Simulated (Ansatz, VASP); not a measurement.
## One calculation of Sb, two programs

```
Sb
1.0
    -1.53336    1.53336    2.85091
     1.53336   -1.53336    2.85091
     1.53336    1.53336   -2.85091
Sb
1
Direct
  0.00000 0.00000 0.00000
```

Alike in both runs: task relaxation of cell and atoms; functional PBEsol; k mesh 26 × 26 × 26; occupations gaussian, width 0.1 eV; no spin polarisation.

|  | VASP | Ansatz |
| --- | --- | --- |
| version | VASP 6.6.1 | Ansatz 0.2.0 |
| potentials or method | VASP PAW PBE potentials, release 64 (Sb), cutoff 600 eV | scalar-relativistic, plane waves, PAW |
| valence electrons in the cell | 5 | 15 |

```csv
,VASP,Ansatz,Ansatz less VASP
"gap on the k mesh at the Fermi level, each at its own relaxed structure (eV)",none,none,-
relaxed volume (Å³/atom),26.42,26.44,+0.014
relaxed length of the cell vector where the two differ most in proportion (Å),3.478,3.480,+0.0013
```

VASP's potentials were made for PBE, not for PBEsol. A gap of «none» marks a metal or a gap that the smearing closes. VASP's potentials hold 5 valence electrons a cell and Ansatz's 15, so a difference there can come from the potentials and not from the codes.

Spin-orbit coupling is off throughout.
